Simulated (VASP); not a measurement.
Input of a VASP 6.6.1 run:

Contents of POSCAR:

```
La3ScAs4
1.0
    6.0003216784      0.0000000000      0.0000000000
    0.0000000000      6.0003216784      0.0000000000
    0.0000000000      0.0000000000      6.0003216784
Sc As La
1 4 3
Direct
    0.0000000000      0.0000000000      0.0000000000
    0.5000000000      0.5000000000      0.5000000000
    0.0000000000      0.0000000000      0.5000000000
    0.0000000000      0.5000000000      0.0000000000
    0.5000000000      0.0000000000      0.0000000000
    0.5000000000      0.5000000000      0.0000000000
    0.5000000000      0.0000000000      0.5000000000
    0.0000000000      0.5000000000      0.5000000000
```

INCAR.step1

```
SYSTEM = La3ScAs4
PREC     = Accurate       ! precision mode
ENCUT    = 520            ! plane-wave cutoff, eV
ISMEAR   = -1             ! smearing method
SIGMA    = 0.02           ! smearing width, eV
LREAL    = .False.        ! projectors in reciprocal space
LASPH    = .True.         ! aspherical terms in the spheres
NELM     = 80             ! most SCF steps
NBANDS   = 42             ! bands
GGA      = PE             ! functional
ALGO     = Normal         ! electronic algorithm
EDIFF    = 1E-4           ! SCF threshold, eV
LWAVE    = .True.         ! write WAVECAR
LCHARG   = .False.        ! write CHGCAR
```

The input INCAR.step2:

```
SYSTEM = La3ScAs4
PREC     = Accurate       ! precision mode
ENCUT    = 520            ! plane-wave cutoff, eV
EDIFF    = 1E-6           ! SCF threshold, eV
ISMEAR   = -1             ! smearing method
SIGMA    = 0.02           ! smearing width, eV
LREAL    = .False.        ! projectors in reciprocal space
LASPH    = .True.         ! aspherical terms in the spheres
NELM     = 80             ! most SCF steps
ALGO     = Normal         ! electronic algorithm
ISIF     = 2              ! what is computed and relaxed
LWAVE    = .False.        ! write WAVECAR
LCHARG   = .True.         ! write CHGCAR
METAGGA  = R2SCAN         ! meta-GGA
LMIXTAU  = .True.       
LELF     = .True.         ! ELF
LVHAR    = .True.       
NBANDS   = 42             ! bands
ISTART   = 1
```

File KPOINTS:

```
regular mesh
0
Gamma
  4 4 4
  0 0 0
```

Potentials or basis: VASP PAW PBE potentials, release 64 (Sc_sv, As, La).

Command:

```sh
$ cat potpaw_PBE.64/Sc_sv/POTCAR potpaw_PBE.64/As/POTCAR potpaw_PBE.64/La/POTCAR > POTCAR
$ cp INCAR.step1 INCAR
$ mpirun -np 1 vasp_std > vasp.out
$ cp INCAR.step2 INCAR
$ mpirun -np 1 vasp_std > vasp.out
```

(1) Estimate the band gap on the k mesh.

(2) Predict the pressure.

Results:

(1) 0.17 eV.

(2) 2.2 GPa.

Caveat: semilocal functionals underestimate gaps, and a narrow one can read as zero; the PAW data sets were made with another functional, which shifts forces and pressure a little; spin-orbit coupling is left out, which moves the levels of the heavy elements.
